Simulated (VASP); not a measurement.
# KF (Fmmm) in VASP: a series of runs

Runs on KF. Level: LDA. Tasks: single point.

Everything below comes from runs of VASP 6.6.1. Logs are shortened: lines on timing, memory, paths and dates and some standing lists are left out, and cuts for length are marked.

### 1 The cell of the first run

It takes space group Fmmm (No. 69, orthorhombic). Conventional cell: a = 4.983 Å, b = 5.163 Å, c = 5.357 Å, α = 90.00°, β = 90.00°, γ = 90.00°. K (site symmetry mmm) has 6 F at 2.49 to 2.68 Å within 3.3 Å. F (site symmetry mmm) has 6 K at 2.49 to 2.68 Å within 3.3 Å.

### 2 Single point, LDA (normal strain along x -0.0350, normal strain along z +0.0375)

Contents of INCAR:

```
SYSTEM = KF
ALGO = Normal
EDIFF = 1E-6
ENCUT = 520
ISIF = 2
ISMEAR = 0
LASPH = .TRUE.
LCHARG = .FALSE.
LREAL = .FALSE.
LWAVE = .FALSE.
NBANDS = 15
NELM = 80
PREC = Accurate
SIGMA = 0.05
```

Contents of KPOINTS:

```
k-points
0
G
  8 8 8
  0 0 0
```

Contents of POSCAR:

```
KF
1.0
    0.0000000000      2.5817196783      2.6785341662
    2.4913594896      0.0000000000      2.6785341662
    2.4913594896      2.5817196783      0.0000000000
K F
1 1
Direct
    0.0000000000      0.0000000000      0.0000000000
    0.5000000000      0.5000000000      0.5000000000
```

Potentials or basis: VASP PAW LDA potentials, release 64 (K_sv, F).

Launch:

```bash
> cat potpaw_LDA.64/K_sv/POTCAR potpaw_LDA.64/F/POTCAR > POTCAR
> mpirun -np 1 vasp_std > vasp.out
```

OUTCAR:

```text
SYSTEM = KF
   EDIFF = 1E-6
   ENCUT = 520
   ISIF = 2
   ISMEAR = 0
   LASPH = .TRUE.
   LREAL = .FALSE.
   NELM = 80
   PREC = Accurate

 ion  position               nearest neighbor table
   1  0.000  0.000  0.000-   2 2.49   2 2.49   2 2.58   2 2.58   2 2.68   2 2.68
   2  0.500  0.500  0.500-   1 2.49   1 2.49   1 2.58   1 2.58   1 2.68   1 2.68

  LATTYP: Found a face centered orthorhombic cell.
 ALAT       =     4.9827189792
 B/A-ratio  =     1.0362694300
 C/A-ratio  =     1.0751295336

  Lattice vectors:

 A1 = (   0.0000000000,   2.5817196783,   2.6785341662)
 A2 = (   2.4913594896,   0.0000000000,   2.6785341662)
 A3 = (   2.4913594896,   2.5817196783,   0.0000000000)

Analysis of symmetry for initial positions (statically):
=====================================================================
 Subroutine PRICEL returns:
 Original cell was already a primitive cell.

 Routine SETGRP: Setting up the symmetry group for a
 face centered orthorhombic supercell.

 Subroutine GETGRP returns: Found  8 space group operations
 (whereof  8 operations were pure point group operations)
 out of a pool of  8 trial point group operations.

The static configuration has the point symmetry D_2h.

Analysis of symmetry for dynamics (positions and initial velocities):
=====================================================================
 Subroutine PRICEL returns:
 Original cell was already a primitive cell.

 Routine SETGRP: Setting up the symmetry group for a
 face centered orthorhombic supercell.

 Subroutine GETGRP returns: Found  8 space group operations
 (whereof  8 operations were pure point group operations)
 out of a pool of  8 trial point group operations.

The dynamic configuration has the point symmetry D_2h.

 Subroutine INISYM returns: Found  8 space group operations
 (whereof  8 operations are pure point group operations),
 and found     1 'primitive' translations

----------------------------------------------------------------------------------------

                                     Primitive cell

  volume of cell :      34.4566

  direct lattice vectors                    reciprocal lattice vectors
     0.000000000  2.581719678  2.678534166    -0.200693638  0.193669361  0.186669263
     2.491359490  0.000000000  2.678534166     0.200693638 -0.193669361  0.186669263
     2.491359490  2.581719678  0.000000000     0.200693638  0.193669361 -0.186669263

  length of vectors
     3.720191094  3.658061971  3.587777669     0.335605679  0.335605679  0.335605679

  position of ions in fractional coordinates (direct lattice)
     0.000000000  0.000000000  0.000000000
     0.500000000  0.500000000  0.500000000

  ion indices of the primitive-cell ions
   primitive index   ion index
                 1           1
                 2           2

----------------------------------------------------------------------------------------

 KPOINTS: k-points

Automatic generation of k-mesh.
 Grid dimensions read from file:
 generate k-points for:    8    8    8

 Generating k-lattice:

  Cartesian coordinates                     Fractional coordinates (reciprocal lattice)
    -0.025086705  0.024208670  0.023333658     0.125000000  0.000000000  0.000000000
     0.025086705 -0.024208670  0.023333658     0.000000000  0.125000000  0.000000000
     0.025086705  0.024208670 -0.023333658     0.000000000  0.000000000  0.125000000

  Length of vectors
     0.041950710  0.041950710  0.041950710

  Shift w.r.t. Gamma in fractional coordinates (k-lattice)
     0.000000000  0.000000000  0.000000000

 Subroutine IBZKPT returns following result:
 ===========================================

 Found     95 irreducible k-points:

 Following reciprocal coordinates:
            Coordinates               Weight
  0.000000  0.000000  0.000000      1.000000
  0.125000  0.000000  0.000000      8.000000
  0.250000  0.000000  0.000000      8.000000
  0.375000  0.000000 -0.000000      8.000000
  0.500000  0.000000  0.000000      4.000000
  0.125000  0.125000  0.000000      2.000000
[... 16 lines left out ...]
  0.250000 -0.000000  0.125000      8.000000
  0.375000 -0.000000  0.125000      8.000000
 [... further k-points ...]
   k-points           NKPTS =     95   k-points in BZ     NKDIM =     95   number of bands    NBANDS=     15
   number of dos      NEDOS =    301   number of ions     NIONS =      2
   total plane-waves  NPLWV =  21952
   dimension x,y,z NGX =    28 NGY =   28 NGZ =   28
   dimension x,y,z NGXF=    56 NGYF=   56 NGZF=   56
   ions per type =               1   1
   NGX,Y,Z   is equivalent  to a cutoff of  12.51, 12.73, 12.97 a.u.
   NGXF,Y,Z  is equivalent  to a cutoff of  25.02, 25.45, 25.95 a.u.
 SYSTEM =  KF
   PREC   = accura    normal or accurate (medium, high low for compatibility)
   ISTART =      0    job   : 0-new  1-cont  2-samecut
   ICHARG =      2    charge: 1-file 2-atom 10-const
   ISPIN  =      1    spin polarized calculation?
   LNONCOLLINEAR =      F non collinear calculations
   LSORBIT =      F    spin-orbit coupling
   LASPH  =      T    aspherical Exc in radial PAW
   ENCUT  =  520.0 eV  38.22 Ry    6.18 a.u.   6.92  6.80  6.67*2*pi/ulx,y,z
   NELM   =     80;   NELMIN=  2; NELMDL= -5     # of ELM steps
   EDIFF  = 0.1E-05   stopping-criterion for ELM
   LREAL  =      F    real-space projection
   EDIFFG = 0.1E-04   stopping-criterion for IOM
   NSW    =      0    number of steps for IOM
   IBRION =     -1    ionic relax: 0-MD 1-quasi-New 2-CG
   NFREE  =      0    steps in history (QN), initial steepest desc. (CG)
   ISIF   =      2    stress and relaxation
   ISYM   =      2    0-nonsym 1-usesym 2-fastsym
   POTIM  = 0.5000    time-step for ionic-motion
   TEBEG  =    0.0;   TEEND  =   0.0 temperature during run
   PSTRESS=    0.0 pullay stress
   NELECT =      16.0000    total number of electrons
   NUPDOWN=      -1.0000    fix difference up-down
   EMIN   =  10.00;   EMAX   =-10.00  energy-range for DOS
   EFERMI =   0.00;   METHOD = LEGACY
   ISMEAR =     0;   SIGMA  =   0.05  broadening in eV -4-tet -1-fermi 0-gaus
   EFERMI_NEDOS =   21; number of points for ismear=-14 and -15
   IALGO  =     38    algorithm
   IMIX   =      4    mixing-type and parameters
     AMIX     =   0.40;   BMIX     =  1.00
     AMIX_MAG =   1.60;   BMIX_MAG =  1.00
  volume/ion in A,a.u.               =      17.23       116.26
  Fermi-wavevector in a.u.,A,eV,Ry     =   1.267722  2.395647 21.866173  1.607118
  Thomas-Fermi vector in A             =   2.400855
   LORBIT       =      0    0 simple, 1 ext, 2 COOP (PROOUT), +10 PAW based schemes
   GGA     = CA    functional components
   LHFCALC =     F    Hartree Fock is set to
   AEXX    =    0.0000 exact exchange contribution
   IVDW    =     0    specifies the selected vdW correction
   LEPSILON=     F    determine dielectric tensor
   LRPA    =     F    only Hartree local field effects (RPA)
 non-spin polarized calculation
 Gauss-broadening in eV      SIGMA  =   0.05
  energy-cutoff  :      520.00
  volume of cell :       34.46
 maximum number of plane-waves:       942
   NGX = 13   NGY = 13   NGZ = 13

 number of electron      16.0000001 magnetization

 Free energy of the ion-electron system (eV)
  ---------------------------------------------------
  ext. energy  EPLUGINS =         0.00000000
  ---------------------------------------------------
  free energy    TOTEN  =        -9.04821494 eV

  energy without entropy =       -9.04821494  energy(sigma->0) =       -9.04821494

 E-fermi :  -2.6063     XC(G=0):  -9.5993

 val. band max:       -2.8317289853   @ k =   0.0000   0.0000   0.0000
 cond. band min:       3.3757661649   @ k =   0.0000   0.0000   0.0000
 fundamental gap:      6.2074951502
 Fermi energy:        -2.6062551601

 k-point     1 :       0.0000    0.0000    0.0000
  band No.  band energies     occupation
      1     -28.3047      2.00000
      2     -21.2027      2.00000
      3     -11.7007      2.00000
      4     -11.6775      2.00000
      5     -11.6724      2.00000
      6      -3.0064      2.00000
      7      -2.9370      2.00000
      8      -2.8317      2.00000
      9       3.3758      0.00000
     10       7.6203      0.00000
     11       7.8754      0.00000
     12       8.1055      0.00000
     13       9.4165      0.00000
     14      10.1039      0.00000
     15      14.1141      0.00000

 k-point     2 :       0.1250    0.0000    0.0000
  band No.  band energies     occupation
      1     -28.2802      2.00000
      2     -21.2293      2.00000
      3     -11.7355      2.00000
      4     -11.6935      2.00000
      5     -11.6834      2.00000
      6      -3.1251      2.00000
      7      -3.0309      2.00000
      8      -2.9422      2.00000
      9       3.8546      0.00000
     10       7.5420      0.00000
     11       7.9966      0.00000
     12       8.2521      0.00000
     13       9.6045      0.00000
     14      10.2878      0.00000
     15      15.0013      0.00000

 k-point     3 :       0.2500    0.0000    0.0000
  band No.  band energies     occupation
      1     -28.2199      2.00000
      2     -21.2945      2.00000
      3     -11.8589      2.00000
      4     -11.7188      2.00000
      5     -11.6814      2.00000
      6      -3.4710      2.00000
      7      -3.1924      2.00000
      8      -3.1488      2.00000
      9       5.0108      0.00000
     10       7.2249      0.00000
     11       8.5794      0.00000
     12       8.8434      0.00000
     13      10.1903      0.00000
     14      10.8078      0.00000
     15      16.3833      0.00000
[... 343 lines left out ...]
 k-point    23 :       0.2500   -0.0000    0.1250
  band No.  band energies     occupation
      1     -28.2251      2.00000
      2     -21.2750      2.00000
      3     -11.8403      2.00000
      4     -11.7691      2.00000
      5     -11.7231      2.00000
      6      -3.4853      2.00000
      7      -3.1137      2.00000
      8      -2.9590      2.00000
      9       4.8542      0.00000
     10       6.8011      0.00000
     11       8.7267      0.00000
     12       9.0378      0.00000
     13      10.0995      0.00000
     14      10.5707      0.00000
     15      16.6135      0.00000

 k-point    24 :       0.3750   -0.0000    0.1250
  band No.  band energies     occupation
      1     -28.1649      2.00000
      2     -21.3323      2.00000
      3     -11.9749      2.00000
      4     -11.7881      2.00000
      5     -11.7644      2.00000
      6      -3.6547      2.00000
      7      -3.2769      2.00000
      8      -3.1703      2.00000
      9       5.9555      0.00000
     10       6.8812      0.00000
     11       9.2134      0.00000
     12       9.5780      0.00000
     13      10.9583      0.00000
     14      11.3052      0.00000
     15      15.5173      0.00000

 [... further k-points ...]
[... 5 lines left out ...]
  --------------------------------------------------------------------------------------
  -------------------------------------------------------------------------------------
  Total        0.8347971      0.0593589     -0.4739629      0.0000000      0.0000000      0.0000000
  in kB       38.8167218      2.7600938    -22.0385118      0.0000000      0.0000000      0.0000000
  external PRESSURE =       6.5127679 kB  Pullay stress =       0.0000000 kB

 VOLUME and BASIS-vectors are now :
 -----------------------------------------------------------------------------
  energy-cutoff  :      520.00
  volume of cell :       34.46
      direct lattice vectors                 reciprocal lattice vectors
     0.000000000  2.581719678  2.678534166    -0.200693638  0.193669361  0.186669263
     2.491359490  0.000000000  2.678534166     0.200693638 -0.193669361  0.186669263
     2.491359490  2.581719678  0.000000000     0.200693638  0.193669361 -0.186669263

 POSITION                                       TOTAL-FORCE (eV/Angst)
 -----------------------------------------------------------------------------------
      0.00000      0.00000      0.00000         0.000000      0.000000      0.000000
      2.49136      2.58172      2.67853        -0.000000     -0.000000      0.000000
 -----------------------------------------------------------------------------------
    total drift:                                0.000000      0.000000      0.000000

  FREE ENERGIE OF THE ION-ELECTRON SYSTEM (eV)
  ---------------------------------------------------
  free  energy   TOTEN  =        -9.0482149375 eV

  energy  without entropy=       -9.0482149375  energy(sigma->0) =       -9.04821494
```

Wall time 22 s (1 thread of Intel Xeon 6975P-C (Granite Rapids), shared host); peak memory 0.17 GiB.

Results:

```yaml
Free_energy: -9.0482 eV
Pressure: 0.7 GPa
Band_gap_on_the_k_mesh: 6.21 eV, direct
```

Caveat: the cell differs from its parent crystal (normal strain along x -0.0350, normal strain along z +0.0375). A k mesh can miss the band edges.

(Part 1 of 2 ends here.)
